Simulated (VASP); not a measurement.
# Cd (Im-3m) in VASP: further runs

Runs on Cd. Level: revPBE. Tasks: single point.

All numbers are computed with VASP 6.6.1; they aren't measurements. Logs are shortened: lines on timing, memory, paths and dates and some standing lists are left out, and cuts for length are marked.

## Step 1: The cell of the first run

The structure is cubic, space group Im-3m (No. 229). The conventional cell has a = 3.659 Å, b = 3.659 Å, c = 3.659 Å, α = 90.00°, β = 90.00°, γ = 90.00°. Cd (site symmetry m-3m) has 14 Cd at 3.17 to 3.66 Å within 4.2 Å.

## Step 2: Single point, revPBE

Input file INCAR:

```
SYSTEM = Cd
  PREC = Accurate
  ENCUT = 520
  EDIFF = 1E-7
  ISMEAR = -1
  SIGMA = 0.1
  LREAL = .False.
  LASPH = .True.
  NELM = 100
  ALGO = Normal
  ISIF = 2
  LWAVE = .False.
  LCHARG = .False.
  GGA = RE
  NBANDS = 12
```

Input file KPOINTS:

```
regular mesh
0
Gamma
  13 13 13
  0 0 0
```

Input file POSCAR:

```
Cd
1.0
   -1.8294968772      1.8294968772      1.8294968772
    1.8294968772     -1.8294968772      1.8294968772
    1.8294968772      1.8294968772     -1.8294968772
Cd
1
Direct
    0.0000000000      0.0000000000      0.0000000000
```

Potentials or basis: VASP PAW PBE potentials, release 64 (Cd).

Launch:

```
$ cat potpaw_PBE.64/Cd/POTCAR > POTCAR
$ mpirun -np 1 vasp_std > vasp.out
```

OUTCAR:

```text
SYSTEM = Cd
   PREC = Accurate
   ENCUT = 520
   EDIFF = 1E-7
   ISMEAR = -1
   LREAL = .False.
   LASPH = .True.
   NELM = 100
   ISIF = 2
   GGA = RE

 ion  position               nearest neighbor table
   1  0.000  0.000  0.000-

  LATTYP: Found a body centered cubic cell.
 ALAT       =     3.6589937544

  Lattice vectors:

 A1 = (  -1.8294968772,   1.8294968772,   1.8294968772)
 A2 = (   1.8294968772,  -1.8294968772,   1.8294968772)
 A3 = (   1.8294968772,   1.8294968772,  -1.8294968772)

Analysis of symmetry for initial positions (statically):
=====================================================================
 Subroutine PRICEL returns:
 Original cell was already a primitive cell.

 Routine SETGRP: Setting up the symmetry group for a
 body centered cubic supercell.

 Subroutine GETGRP returns: Found 48 space group operations
 (whereof 48 operations were pure point group operations)
 out of a pool of 48 trial point group operations.

The static configuration has the point symmetry O_h .

Analysis of symmetry for dynamics (positions and initial velocities):
=====================================================================
 Subroutine PRICEL returns:
 Original cell was already a primitive cell.

 Routine SETGRP: Setting up the symmetry group for a
 body centered cubic supercell.

 Subroutine GETGRP returns: Found 48 space group operations
 (whereof 48 operations were pure point group operations)
 out of a pool of 48 trial point group operations.

The dynamic configuration has the point symmetry O_h .

 Subroutine INISYM returns: Found 48 space group operations
 (whereof 48 operations are pure point group operations),
 and found     1 'primitive' translations

----------------------------------------------------------------------------------------

                                     Primitive cell

  volume of cell :      24.4937

  direct lattice vectors                    reciprocal lattice vectors
    -1.829496877  1.829496877  1.829496877     0.000000000  0.273299182  0.273299182
     1.829496877 -1.829496877  1.829496877     0.273299182  0.000000000  0.273299182
     1.829496877  1.829496877 -1.829496877     0.273299182  0.273299182  0.000000000

  length of vectors
     3.168781544  3.168781544  3.168781544     0.386503410  0.386503410  0.386503410

  position of ions in fractional coordinates (direct lattice)
     0.000000000  0.000000000  0.000000000

  ion indices of the primitive-cell ions
   primitive index   ion index
                 1           1

----------------------------------------------------------------------------------------

 KPOINTS: regular mesh

Automatic generation of k-mesh.
 Grid dimensions read from file:
 generate k-points for:   13   13   13

 Generating k-lattice:

  Cartesian coordinates                     Fractional coordinates (reciprocal lattice)
     0.000000000  0.021023014  0.021023014     0.076923077  0.000000000  0.000000000
     0.021023014  0.000000000  0.021023014     0.000000000  0.076923077  0.000000000
     0.021023014  0.021023014  0.000000000     0.000000000  0.000000000  0.076923077

  Length of vectors
     0.029731032  0.029731032  0.029731032

  Shift w.r.t. Gamma in fractional coordinates (k-lattice)
     0.000000000  0.000000000  0.000000000

 Subroutine IBZKPT returns following result:
 ===========================================

 Found     84 irreducible k-points:

 Following reciprocal coordinates:
            Coordinates               Weight
  0.000000  0.000000  0.000000      1.000000
  0.076923  0.000000  0.000000     12.000000
  0.153846  0.000000  0.000000     12.000000
  0.230769  0.000000  0.000000     12.000000
  0.307692  0.000000  0.000000     12.000000
  0.384615  0.000000  0.000000     12.000000
[... 16 lines left out ...]
  0.153846  0.076923  0.076923     24.000000
  0.230769  0.076923  0.076923     24.000000
 [... further k-points ...]
   k-points           NKPTS =     84   k-points in BZ     NKDIM =     84   number of bands    NBANDS=     12
   number of dos      NEDOS =    301   number of ions     NIONS =      1
   total plane-waves  NPLWV =  13824
   dimension x,y,z NGX =    24 NGY =   24 NGZ =   24
   dimension x,y,z NGXF=    48 NGYF=   48 NGZF=   48
   ions per type =               1
   NGX,Y,Z   is equivalent  to a cutoff of  12.59, 12.59, 12.59 a.u.
   NGXF,Y,Z  is equivalent  to a cutoff of  25.18, 25.18, 25.18 a.u.
 SYSTEM =  Cd
   PREC   = accura    normal or accurate (medium, high low for compatibility)
   ISTART =      0    job   : 0-new  1-cont  2-samecut
   ICHARG =      2    charge: 1-file 2-atom 10-const
   ISPIN  =      1    spin polarized calculation?
   LNONCOLLINEAR =      F non collinear calculations
   LSORBIT =      F    spin-orbit coupling
   LASPH  =      T    aspherical Exc in radial PAW
   ENCUT  =  520.0 eV  38.22 Ry    6.18 a.u.   5.89  5.89  5.89*2*pi/ulx,y,z
   NELM   =    100;   NELMIN=  2; NELMDL= -5     # of ELM steps
   EDIFF  = 0.1E-06   stopping-criterion for ELM
   LREAL  =      F    real-space projection
   EDIFFG = 0.1E-05   stopping-criterion for IOM
   NSW    =      0    number of steps for IOM
   IBRION =     -1    ionic relax: 0-MD 1-quasi-New 2-CG
   NFREE  =      0    steps in history (QN), initial steepest desc. (CG)
   ISIF   =      2    stress and relaxation
   ISYM   =      2    0-nonsym 1-usesym 2-fastsym
   POTIM  = 0.5000    time-step for ionic-motion
   TEBEG  =    0.0;   TEEND  =   0.0 temperature during run
   PSTRESS=    0.0 pullay stress
   NELECT =      12.0000    total number of electrons
   NUPDOWN=      -1.0000    fix difference up-down
   EMIN   =  10.00;   EMAX   =-10.00  energy-range for DOS
   EFERMI =   0.00;   METHOD = LEGACY
   ISMEAR =    -1;   SIGMA  =   0.10  broadening in eV -4-tet -1-fermi 0-gaus
   EFERMI_NEDOS =   21; number of points for ismear=-14 and -15
   IALGO  =     38    algorithm
   IMIX   =      4    mixing-type and parameters
     AMIX     =   0.40;   BMIX     =  1.00
     AMIX_MAG =   1.60;   BMIX_MAG =  1.00
  volume/ion in A,a.u.               =      24.49       165.29
  Fermi-wavevector in a.u.,A,eV,Ry     =   1.290576  2.438835 22.661678  1.665586
  Thomas-Fermi vector in A             =   2.422399
   LORBIT       =      0    0 simple, 1 ext, 2 COOP (PROOUT), +10 PAW based schemes
   GGA     = RE    functional components
   LHFCALC =     F    Hartree Fock is set to
   AEXX    =    0.0000 exact exchange contribution
   IVDW    =     0    specifies the selected vdW correction
   LEPSILON=     F    determine dielectric tensor
   LRPA    =     F    only Hartree local field effects (RPA)
 non-spin polarized calculation
  energy-cutoff  :      520.00
  volume of cell :       24.49
 maximum number of plane-waves:       682
   NGX = 11   NGY = 11   NGZ = 11

 number of electron      11.9999994 magnetization

 Free energy of the ion-electron system (eV)
  ---------------------------------------------------
  ext. energy  EPLUGINS =         0.00000000
  ---------------------------------------------------
  free energy    TOTEN  =        -0.38258848 eV

  energy without entropy =       -0.36960353  energy(sigma->0) =       -0.37609600

 E-fermi :   2.2081     XC(G=0): -10.2951

 val. band max:        2.1780969063   @ k =   0.3846   0.0769   0.0769
 cond. band min:       2.2775811535   @ k =  -0.3846  -0.3846   0.0769
 fundamental gap:      0.0994842472
 Fermi energy:         2.2081420511

 k-point     1 :       0.0000    0.0000    0.0000
  band No.  band energies     occupation
      1      -6.7911      2.00000
      2      -6.7911      2.00000
      3      -6.7911      2.00000
      4      -6.2810      2.00000
      5      -6.2810      2.00000
      6      -5.7890      2.00000
      7      17.1162      0.00000
      8      17.1162      0.00000
      9      17.1162      0.00000
     10      17.1841      0.00000
     11      17.1841      0.00000
     12      17.1841      0.00000

 k-point     2 :       0.0769    0.0000    0.0000
  band No.  band energies     occupation
      1      -6.8058      2.00000
      2      -6.7856      2.00000
      3      -6.7465      2.00000
      4      -6.2969      2.00000
      5      -6.2805      2.00000
      6      -5.6397      2.00000
      7      15.1661      0.00000
      8      16.2903      0.00000
      9      16.2916      0.00000
     10      16.8988      0.00000
     11      16.9012      0.00000
     12      17.3407      0.00000

 k-point     3 :       0.1538    0.0000    0.0000
  band No.  band energies     occupation
      1      -6.8464      2.00000
      2      -6.7916      2.00000
      3      -6.6204      2.00000
      4      -6.3337      2.00000
      5      -6.2789      2.00000
      6      -5.1752      2.00000
      7      12.2297      0.00000
      8      14.8434      0.00000
      9      14.9608      0.00000
     10      16.3521      0.00000
     11      16.4075      0.00000
     12      17.8697      0.00000
[... 286 lines left out ...]
 k-point    23 :       0.1538    0.0769    0.0769
  band No.  band energies     occupation
      1      -6.8952      2.00000
      2      -6.8502      2.00000
      3      -6.4516      2.00000
      4      -6.3290      2.00000
      5      -6.2897      2.00000
      6      -4.0414      2.00000
      7       9.4905      0.00000
      8      11.1685      0.00000
      9      11.6063      0.00000
     10      18.1095      0.00000
     11      18.5891      0.00000
     12      19.2515      0.00000

 k-point    24 :       0.2308    0.0769    0.0769
  band No.  band energies     occupation
      1      -6.9516      2.00000
      2      -6.8990      2.00000
      3      -6.3453      2.00000
      4      -6.2909      2.00000
      5      -6.2762      2.00000
      6      -2.9235      2.00000
      7       6.8414      0.00000
      8      10.1725      0.00000
      9      10.7936      0.00000
     10      17.7454      0.00000
     11      18.2357      0.00000
     12      20.3450      0.00000

 [... further k-points ...]
[... 5 lines left out ...]
  --------------------------------------------------------------------------------------
  -------------------------------------------------------------------------------------
  Total        0.0225202      0.0225202      0.0225202     -0.0000000     -0.0000000      0.0000000
  in kB        1.4730856      1.4730856      1.4730856     -0.0000000     -0.0000000      0.0000000
  external PRESSURE =       1.4730856 kB  Pullay stress =       0.0000000 kB

 VOLUME and BASIS-vectors are now :
 -----------------------------------------------------------------------------
  energy-cutoff  :      520.00
  volume of cell :       24.49
      direct lattice vectors                 reciprocal lattice vectors
    -1.829496877  1.829496877  1.829496877     0.000000000  0.273299182  0.273299182
     1.829496877 -1.829496877  1.829496877     0.273299182  0.000000000  0.273299182
     1.829496877  1.829496877 -1.829496877     0.273299182  0.273299182  0.000000000

 POSITION                                       TOTAL-FORCE (eV/Angst)
 -----------------------------------------------------------------------------------
      0.00000      0.00000      0.00000         0.000000     -0.000000     -0.000000
 -----------------------------------------------------------------------------------
    total drift:                                0.000000      0.000000      0.000000

  FREE ENERGIE OF THE ION-ELECTRON SYSTEM (eV)
  ---------------------------------------------------
  free  energy   TOTEN  =        -0.3825884810 eV

  energy  without entropy=       -0.3696035269  energy(sigma->0) =       -0.37609600
```

It took 11 s on 1 thread of AMD EPYC 9R14 (Zen 4), shared host; peak memory 0.12 GiB.

Results:

```yaml
Free_energy: -0.3826 eV
Pressure: 0.1 GPa
Band_gap_on_the_k_mesh: zero (band 6 reaches 4.69 eV, above the bottom of band 7 at 1.22 eV)
```

Levels at points of the mesh, in eV from the Fermi level:
```tsv
k point	band 2	band 3	band 4	band 5	band 6	band 7	band 8	band 9	band 10	band 11
(0.00, 0.00, 0.00)	-9.00	-9.00	-8.49	-8.49	-8.00	14.91	14.91	14.91	14.98	14.98
```

Caveat: the PAW data sets were made with another functional, which shifts forces and pressure a little.

[end of part 1 of 2]
